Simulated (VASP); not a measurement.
# FeO (P-1) in VASP: single point with PBEsol

Aim: the single point of FeO with PBEsol.

Program: VASP 6.6.1. These are calculated values, not measurements. Logs are shortened: lines on timing, memory, paths and dates and some standing lists are left out, and cuts for length are marked.

### 1 The cell of the first run

The typed cell holds 4 atoms: a = 3.049 Å, b = 3.084 Å, c = 5.275 Å, α = 87.04°, β = 88.50°, γ = 60.44°.

### 2 Single point, PBEsol

Input file INCAR:

```
SYSTEM = FeO
PREC = Accurate
ENCUT = 600
EDIFF = 1E-6
ISMEAR = 0
SIGMA = 0.1
LREAL = .FALSE.
LASPH = .TRUE.
NELM = 120
ALGO = Normal
ISIF = 2
LWAVE = .FALSE.
LCHARG = .FALSE.
GGA = PS
NBANDS = 22
GGA_COMPAT = .FALSE.
```

Input file KPOINTS:

```
regular mesh
0
G
  16 16 8
  0 0 0
```

Input file POSCAR:

```
FeO
1.0
    3.0488587354      0.0000000000      0.0000000000
    1.5215942087      2.6823606015      0.0000000000
    0.1382020491      0.2344548864      5.2676308955
Fe O
2 2
Direct
    0.5000000000      0.5000000000      0.0000000000
    0.5000000000      0.5000000000      0.5000000000
    0.1637630000      0.1709330000      0.2557010000
    0.8362370000      0.8290670000      0.7442990000
```

Potentials or basis: VASP PAW PBE potentials, release 64 (Fe, O).

Run with:

```console
$ cat potpaw_PBE.64/Fe/POTCAR potpaw_PBE.64/O/POTCAR > POTCAR
$ mpirun -np 1 vasp_std > vasp.out
```

OUTCAR:

```text
SYSTEM = FeO
   PREC = Accurate
   ENCUT = 600
   EDIFF = 1E-6
   ISMEAR = 0
   LREAL = .FALSE.
   LASPH = .TRUE.
   NELM = 120
   ISIF = 2
   GGA = PS

 ion  position               nearest neighbor table
   1  0.500  0.500  0.000-   3 2.17   4 2.17   3 2.22   4 2.22   4 2.30   3 2.30   2 2.64   2 2.64

   2  0.500  0.500  0.500-   3 2.17   4 2.17   3 2.18   4 2.18   3 2.23   4 2.23   1 2.64   1 2.64

   3  0.164  0.171  0.256-   2 2.17   1 2.17   2 2.18   1 2.22   2 2.23   1 2.30
   4  0.836  0.829  0.744-   2 2.17   1 2.17   2 2.18   1 2.22   2 2.23   1 2.30

  LATTYP: Found a triclinic cell.
 ALAT       =     3.0838786183
 B/A-ratio  =     0.9886442084
 C/A-ratio  =     1.7103970140
 COS(alpha) =     0.0262011454
 COS(beta)  =     0.0515897754
 COS(gamma) =     0.4934027558

  Lattice vectors:

 A1 = (  -1.5215942087,  -2.6823606015,   0.0000000000)
 A2 = (  -3.0488587354,   0.0000000000,   0.0000000000)
 A3 = (  -0.1382020491,  -0.2344548864,  -5.2676308955)

Analysis of symmetry for initial positions (statically):
=====================================================================
 Subroutine PRICEL returns:
 Original cell was already a primitive cell.

 Routine SETGRP: Setting up the symmetry group for a
 triclinic supercell.

 Subroutine GETGRP returns: Found  2 space group operations
 (whereof  2 operations were pure point group operations)
 out of a pool of  2 trial point group operations.

The static configuration has the point symmetry S_2 .

Analysis of symmetry for dynamics (positions and initial velocities):
=====================================================================
 Subroutine PRICEL returns:
 Original cell was already a primitive cell.

 Routine SETGRP: Setting up the symmetry group for a
 triclinic supercell.

 Subroutine GETGRP returns: Found  2 space group operations
 (whereof  2 operations were pure point group operations)
 out of a pool of  2 trial point group operations.

The dynamic configuration has the point symmetry S_2 .

 Subroutine INISYM returns: Found  2 space group operations
 (whereof  2 operations are pure point group operations),
 and found     1 'primitive' translations

----------------------------------------------------------------------------------------

                                     Primitive cell

  volume of cell :      43.0794

  direct lattice vectors                    reciprocal lattice vectors
     3.048858735  0.000000000  0.000000000     0.327991582 -0.186056301 -0.000324112
[... 92 lines left out ...]
   EDIFFG = 0.1E-04   stopping-criterion for IOM
   NSW    =      0    number of steps for IOM
   IBRION =     -1    ionic relax: 0-MD 1-quasi-New 2-CG
   NFREE  =      0    steps in history (QN), initial steepest desc. (CG)
   ISIF   =      2    stress and relaxation
   ISYM   =      2    0-nonsym 1-usesym 2-fastsym
   POTIM  = 0.5000    time-step for ionic-motion
   TEBEG  =    0.0;   TEEND  =   0.0 temperature during run
   PSTRESS=    0.0 pullay stress
   NELECT =      28.0000    total number of electrons
   NUPDOWN=      -1.0000    fix difference up-down
   EMIN   =  10.00;   EMAX   =-10.00  energy-range for DOS
   EFERMI =   0.00;   METHOD = LEGACY
   ISMEAR =     0;   SIGMA  =   0.10  broadening in eV -4-tet -1-fermi 0-gaus
   EFERMI_NEDOS =   21; number of points for ismear=-14 and -15
   IALGO  =     38    algorithm
   IMIX   =      4    mixing-type and parameters
     AMIX     =   0.40;   BMIX     =  1.00
     AMIX_MAG =   1.60;   BMIX_MAG =  1.00
  volume/ion in A,a.u.               =      10.77        72.68
  Fermi-wavevector in a.u.,A,eV,Ry     =   1.418091  2.679804 27.361090  2.010983
  Thomas-Fermi vector in A             =   2.539253
   LORBIT       =      0    0 simple, 1 ext, 2 COOP (PROOUT), +10 PAW based schemes
   GGA     = PS    functional components
   LHFCALC =     F    Hartree Fock is set to
   AEXX    =    0.0000 exact exchange contribution
   IVDW    =     0    specifies the selected vdW correction
   LEPSILON=     F    determine dielectric tensor
   LRPA    =     F    only Hartree local field effects (RPA)
 non-spin polarized calculation
 Gauss-broadening in eV      SIGMA  =   0.10
  energy-cutoff  :      600.00
  volume of cell :       43.08
 maximum number of plane-waves:      1457
   NGX = 13   NGY = 13   NGZ = 21

 number of electron      28.0000010 magnetization

 Free energy of the ion-electron system (eV)
  ---------------------------------------------------
  ext. energy  EPLUGINS =         0.00000000
  ---------------------------------------------------
  free energy    TOTEN  =       -28.70592886 eV

  energy without entropy =      -28.64828832  energy(sigma->0) =      -28.67710859

 E-fermi :   4.4622     XC(G=0): -12.0487

 val. band max:        4.4620458703   @ k =   0.1250   0.1250   0.3750
 cond. band min:       4.4623079223   @ k =  -0.1875  -0.1875   0.2500
 fundamental gap:      0.0002620521
 Fermi energy:         4.4622421696

 k-point     1 :       0.0000    0.0000    0.0000
  band No.  band energies     occupation
      1     -15.3248      2.00000
      2     -14.4615      2.00000
      3      -3.0354      2.00000
      4      -0.5006      2.00000
      5      -0.4784      2.00000
      6       0.9284      2.00000
[... 589 lines left out ...]
     21      12.5178      0.00000
     22      16.4492      0.00000

 [... further k-points ...]

------------------------ aborting loop because EDIFF is reached ----------------------------------------

  FORCE on cell =-STRESS in cart. coord.  units (eV):
  Direction    XX          YY          ZZ          XY          YZ          ZX
  --------------------------------------------------------------------------------------
  -------------------------------------------------------------------------------------
  Total      -10.3640885     -9.9770307    -12.1983151      0.0693168      0.6541407      0.2847395
  in kB     -385.4534140   -371.0582488   -453.6705936      2.5779790     24.3283102     10.5898190
  external PRESSURE =    -403.3940854 kB  Pullay stress =       0.0000000 kB

 VOLUME and BASIS-vectors are now :
 -----------------------------------------------------------------------------
  energy-cutoff  :      600.00
  volume of cell :       43.08
      direct lattice vectors                 reciprocal lattice vectors
     3.048858735  0.000000000  0.000000000     0.327991582 -0.186056301 -0.000324112
     1.521594209  2.682360602  0.000000000     0.000000000  0.372805953 -0.016593072
     0.138202049  0.234454886  5.267630895     0.000000000  0.000000000  0.189838662

 POSITION                                       TOTAL-FORCE (eV/Angst)
 -----------------------------------------------------------------------------------
      2.28523      1.34118      0.00000        -0.000000     -0.000000      0.000000
      2.35433      1.45841      2.63382        -0.000000     -0.000000      0.000000
      0.79472      0.51845      1.34694         0.008779      0.095523      0.063828
      3.91394      2.39836      3.92069        -0.008779     -0.095523     -0.063828
 -----------------------------------------------------------------------------------
    total drift:                                0.000000     -0.000000      0.000000

  FREE ENERGIE OF THE ION-ELECTRON SYSTEM (eV)
  ---------------------------------------------------
  free  energy   TOTEN  =       -28.7059288578 eV

  energy  without entropy=      -28.6482883176  energy(sigma->0) =      -28.67710859
```

OSZICAR:

```text
N       E                     dE             d eps       ncg     rms          rms(c)
DAV:   1     0.251583140295E+03    0.25158E+03   -0.14513E+04 45312   0.168E+03
DAV:   2    -0.235570717651E+01   -0.25394E+03   -0.23616E+03 46000   0.356E+02
DAV:   3    -0.327096799533E+02   -0.30354E+02   -0.28158E+02 56182   0.136E+02
DAV:   4    -0.338047828014E+02   -0.10951E+01   -0.10872E+01 50020   0.287E+01
DAV:   5    -0.338278820510E+02   -0.23099E-01   -0.23082E-01 54206   0.385E+00    0.181E+01
DAV:   6    -0.359217358082E+02   -0.20939E+01   -0.58827E+01 63580   0.984E+01    0.319E+01
DAV:   7    -0.296948594469E+02    0.62269E+01   -0.57261E+01 59736   0.973E+01    0.234E+01
DAV:   8    -0.294124043408E+02    0.28246E+00   -0.17336E+01 64346   0.242E+01    0.148E+01
DAV:   9    -0.287405842688E+02    0.67182E+00   -0.31168E+00 72236   0.166E+01    0.289E+00
DAV:  10    -0.287235178368E+02    0.17066E-01   -0.20236E-01 51412   0.348E+00    0.156E+00
DAV:  11    -0.287056617338E+02    0.17856E-01   -0.30849E-02 70614   0.244E+00    0.586E-01
DAV:  12    -0.287057266842E+02   -0.64950E-04   -0.70306E-03 68622   0.959E-01    0.262E-01
DAV:  13    -0.287059887106E+02   -0.26203E-03   -0.95437E-04 62782   0.425E-01    0.137E-01
DAV:  14    -0.287059561596E+02    0.32551E-04   -0.16007E-04 59814   0.132E-01    0.635E-02
DAV:  15    -0.287059332953E+02    0.22864E-04   -0.56597E-05 60304   0.101E-01    0.258E-02
DAV:  16    -0.287059289749E+02    0.43204E-05   -0.87024E-06 56224   0.406E-02    0.923E-03
DAV:  17    -0.287059288578E+02    0.11705E-06   -0.40610E-06 33750   0.157E-02
   1 F= -.28705929E+02 E0= -.28677109E+02  d E =-.576405E-01
```

It took 21 min on 1 thread of Intel Xeon 6975P-C (Granite Rapids), shared host; peak memory 1 GiB.

Results:

- Free energy: -28.7059 eV
- Pressure: -40.3 GPa
- Largest force: 0.115 eV/Å
- Band gap on the k mesh: zero (bands 14 and 15 overlap by 0.42 eV)

Forces on the atoms (eV/Å):
```
Fe   0.000  0.000  0.000
Fe   0.000  0.000  0.000
O    0.009  0.096  0.064
O   -0.009 -0.096 -0.064
```

Levels at points of the mesh, in eV from the Fermi level:
| k point | band 11 | band 12 | band 13 | band 14 | band 15 | band 16 | band 17 | band 18 |
| --- | --- | --- | --- | --- | --- | --- | --- | --- |
| (0.00, 0.00, 0.00) | -1.04 | -0.96 | -0.88 | -0.16 | -0.13 | 0.46 | 0.72 | 1.26 |
| (0.50, 0.00, 0.00) | -0.44 | -0.21 | -0.14 | -0.08 | 0.09 | 0.32 | 1.24 | 1.46 |
| (0.00, 0.50, 0.00) | -0.37 | -0.26 | -0.15 | -0.12 | 0.09 | 0.33 | 1.29 | 1.39 |
| (0.50, 0.50, 0.00) | -0.39 | -0.27 | -0.11 | -0.08 | 0.09 | 0.33 | 1.29 | 1.43 |
| (0.00, 0.00, 0.50) | -0.78 | -0.70 | -0.69 | -0.68 | 0.26 | 0.46 | 0.51 | 0.64 |
| (0.50, 0.00, 0.50) | -0.15 | -0.12 | -0.03 | 0.00 | 0.39 | 0.55 | 0.61 | 0.65 |
| (0.00, 0.50, 0.50) | -0.15 | -0.09 | -0.05 | -0.01 | 0.47 | 0.51 | 0.54 | 0.66 |
| (0.50, 0.50, 0.50) | -0.13 | -0.12 | -0.04 | -0.01 | 0.37 | 0.59 | 0.63 | 0.63 |

Caveat: the stress differs along the axes, from -45 to -37 GPa; the PAW data sets were made with another functional, which shifts forces and pressure a little; the run has no spin polarisation, though such a crystal can be magnetic; semilocal functionals often make such compounds metallic where correlation or magnetic order opens a gap, which also shifts bond lengths. Spin polarisation is off, so any magnetic state and its effect on volume and gap are missing.
